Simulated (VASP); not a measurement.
Sn3Te2O:

```
Sn Te O
1.0
     5.78085    0.00000    0.00000
    -2.89043    5.00637    0.00000
     0.00000    0.00000    6.54978
Sn Te O
3 2 1
Direct
  0.50000 0.00000 0.50000
  0.00000 0.50000 0.50000
  0.50000 0.50000 0.50000
  0.33333 0.66667 0.00000
  0.66667 0.33333 0.00000
  0.00000 0.00000 0.50000
```

The cell was generated, and may not be a known phase.

* Program: VASP 6.6.1
* Task: relaxation of cell and atoms
* Functional: PBE
* Potentials or basis: VASP PAW PBE potentials, release 64 (Sn_d, Te, O)
* Cutoff: 600 eV
* k mesh: 3 × 3 × 4
* Occupations: gaussian, width 0.1 eV
* Spin: no spin polarisation

At the start: pressure -1.1 GPa; volume 31.59 Å³/atom.

**Question.** How do energy, volume and symmetry change on relaxing?

**Answer.** Over 4 steps the energy falls by 38.6 meV/atom and the volume is 29.94 Å³/atom (-5.2 %); space group P6/mmm (No. 191, to 0.1 Å) before and after.

The path:
```csv
step,energy change (eV),largest force (eV/Å),pressure (GPa),volume (Å³)
1,0.0000,0.0000,-1.07,189.56
2,-0.1903,0.0000,-0.56,183.67
3,-0.2280,0.0000,-0.11,180.84
4,-0.2318,0.0000,0.04,179.64
```

Final structure:
```xyz
6
Lattice="5.8385 0.0000 0.0000 -2.9192 5.0562 0.0000 0.0000 0.0000 6.0852" Properties=species:S:1:pos:R:3 pbc="T T T"
Sn    2.9192    0.0000    3.0426
Sn   -1.4596    2.5281    3.0426
Sn    1.4596    2.5281    3.0426
Te    0.0000    3.3708    6.0852
Te    2.9192    1.6854    0.0000
O     0.0000    0.0000    3.0426
```

Caveat: the k points lie up to 0.41 Å⁻¹ apart in the final cell, too coarse for converged energies and pressures of a metal.
